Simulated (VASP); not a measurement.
# PbF2: single point with PBE

PbF2:

```
Pb F
1.0
     0.00000    3.00007    3.00007
     3.00007    0.00000    3.00007
     3.00007    3.00007    0.00000
Pb F
1 2
Direct
  0.00000 0.00000 0.00000
  0.25000 0.25000 0.25000
  0.75000 0.75000 0.75000
```

```json
{"Program": "VASP 6.6.1", "Task": "single point", "Functional": "PBE", "Potentials or basis": "VASP PAW PBE potentials, release 64 (Pb_d, F)", "Cutoff": "520 eV", "k mesh": "8 × 8 × 8", "Occupations": "gaussian, width 0.02 eV", "Spin": "no spin polarisation", "Dipole correction": "no", "Further INCAR settings": "ALGO = Normal; EDIFF = 1e-06; NBANDS = 21"}
```

The pressure is -0.2 GPa and the band gap on the k mesh is 4.42 eV (least direct gap 4.56 eV).

Levels at points of the mesh, in eV from the valence-band top:
| k point | band 10 | band 11 | band 12 | band 13 | band 14 | band 15 | band 16 | band 17 | band 18 | band 19 |
| --- | --- | --- | --- | --- | --- | --- | --- | --- | --- | --- |
| (0.00, 0.00, 0.00) | -2.24 | -2.24 | -1.75 | -1.75 | -1.75 | 6.73 | 6.73 | 6.73 | 10.54 | 15.07 |
| (0.50, 0.00, 0.00) | -2.42 | -2.42 | -1.92 | -1.92 | -0.01 | 5.03 | 7.55 | 7.55 | 13.16 | 13.68 |
| (0.50, 0.50, 0.00) | -3.25 | -1.36 | -1.36 | -1.35 | -0.14 | 4.42 | 7.77 | 7.77 | 9.04 | 14.05 |

Run time: 27 s on 1 thread of Intel(R) Xeon(R) Platinum 8259CL CPU @ 2.50GHz (Skylake/Cascade Lake), with other jobs on the host, peak memory 0.19 GiB.

Caveat: spin-orbit coupling is left out, which moves the levels of the heavy elements. A k mesh can miss the band edges.
